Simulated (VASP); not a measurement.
A run of VASP 6.6.1 is set up as follows.

The input INCAR:

```
SYSTEM = RbBr
PREC = Accurate ; ENCUT = 520
EDIFF = 1E-7 ; ISMEAR = 0
SIGMA = 0.05 ; LREAL = .False.
LASPH = .True. ; NELM = 80
ALGO = Normal ; ISIF = 2
LWAVE = .False. ; LCHARG = .False.
GGA = PE ; NBANDS = 15
```

The input KPOINTS:

```
Automatic mesh
0
Gamma
  6 6 6
  0 0 0
```

Contents of POSCAR:

```
RbBr
1.0
    4.3048525893      0.0000000000      0.0000000000
    0.0000000000      4.3048525893      0.0000000000
    0.0000000000      0.0000000000      4.1929021031
Rb Br
1 1
Direct
   -0.1157227195      0.0000000000      0.0000000000
    0.6237806148      0.5000000000      0.5000000000
```

Potentials or basis: VASP PAW PBE potentials, release 64 (Rb_sv, Br).

Run with:

```sh
$ cat potpaw_PBE.64/Rb_sv/POTCAR potpaw_PBE.64/Br/POTCAR > POTCAR
$ mpirun -np 1 vasp_std > vasp.out
```

Task: Estimate the band gap on the k mesh.

Result: 3.86 eV (least direct gap 3.98 eV).

Task: Predict the pressure.

Result: 2.7 GPa.

Forces in eV/Å, atoms in the order of the input:
```
Rb   0.534  0.000  0.000
Br  -0.534  0.000  0.000
```

Caveat: the cell differs from its parent crystal (atoms displaced along a vibrational mode, the cell strained). A k mesh can miss the band edges.
